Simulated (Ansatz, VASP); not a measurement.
# One calculation of CuO, two programs

```
CELL_PARAMETERS angstrom
2.34465 -1.71340 0.00000
2.34465 1.71340 0.00000
-0.86055 0.00000 5.05944
ATOMIC_POSITIONS crystal
Cu 0.00320 0.49680 0.00000
Cu 0.49680 0.00320 0.50000
O 0.57140 0.40560 0.25370
O 0.40560 0.57140 0.75370
```

Alike in both runs: task single point; functional PBEsol; k mesh 22 × 22 × 12; occupations gaussian, width 0.1 eV; no spin polarisation.

|  | VASP | Ansatz |
| --- | --- | --- |
| version | VASP 6.6.1 | Ansatz 0.2.0 |
| potentials or method | VASP PAW PBE potentials, release 64 (Cu, O), cutoff 520 eV | scalar-relativistic, plane waves, PAW |
| valence electrons in the cell | 34 | 50 |

VASP gave:

```
gap on the k mesh at the Fermi level (eV)                     : none
pressure (GPa)                                                : -1.9
traceless stress, the component that is largest in VASP (GPa) : 1.88
rms of the force components (eV/Å)                            : 0.432
```

Question: Estimate Ansatz's values.

Answer: gap on the k mesh at the Fermi level (eV): none; pressure (GPa): -2.7; traceless stress, the component that is largest in VASP (GPa): 2.25; rms of the force components (eV/Å): 0.424.

VASP's potentials were made for PBE, not for PBEsol. Atom by atom the forces differ by 0.022 eV/Å (rms over components). A gap of «none» marks a metal or a gap that the smearing closes. VASP's potentials hold 34 valence electrons a cell and Ansatz's 50, so a difference there can come from the potentials and not from the codes.
